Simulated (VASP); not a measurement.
The system is Al5Cu3.

```
Al Cu
1.0
    -3.10948    3.10948    4.01389
     3.10948   -3.10948    4.01389
     3.10948    3.10948   -4.01389
Al Cu
5 3
Direct
  0.50000 0.50000 0.50000
  0.00000 0.00000 0.50000
  0.50000 0.00000 0.00000
  0.00000 0.50000 0.00000
  0.00000 0.00000 0.00000
  0.50000 0.00000 0.50000
  0.00000 0.50000 0.50000
  0.50000 0.50000 0.00000
```

The cell was built from a structure type or drawn by symmetry, and may not be a known phase.

```yaml
Program: VASP 6.6.1
Task: relaxation of cell and atoms
Functional: PBE
Potentials_or_basis: VASP PAW PBE potentials, release 64 (Al, Cu)
Cutoff: 600 eV
k_mesh: 4 × 4 × 4
Occupations: gaussian, width 0.2 eV
Spin: no spin polarisation
```

At the start: pressure -14.3 GPa; volume 19.40 Å³/atom.

**Question.** Where does the relaxation end?

**Answer.** Over 5 steps the energy falls by 310.5 meV/atom and the volume is 14.50 Å³/atom (-25.3 %); space group I4/mmm (No. 139, to 0.1 Å) before and after.

Step by step:
| step | energy change (eV) | largest force (eV/Å) | pressure (GPa) | volume (Å³) |
| --- | --- | --- | --- | --- |
| 1 | 0.0000 | 0.0000 | -14.31 | 155.24 |
| 2 | -2.3958 | 0.0000 | -2.70 | 119.44 |
| 3 | -2.4305 | 0.0000 | 0.24 | 116.01 |
| 4 | -2.4692 | 0.0000 | 0.11 | 116.02 |
| 5 | -2.4841 | 0.0000 | 0.07 | 115.98 |

Final structure:
```
Al Cu
1.0
    -2.74607    2.74607    3.84499
     2.74607   -2.74607    3.84499
     2.74607    2.74607   -3.84499
Al Cu
5 3
Cartesian
  1.3730 1.3730 1.9225
  1.3730 1.3730 -1.9225
  -1.3730 1.3730 1.9225
  1.3730 4.1191 1.9225
  -2.7461 2.7461 3.8450
  0.0000 2.7461 0.0000
  2.7461 0.0000 0.0000
  0.0000 0.0000 3.8450
```

Caveat: the volume moved by over 15 % at a fixed basis, so the end points are rough.
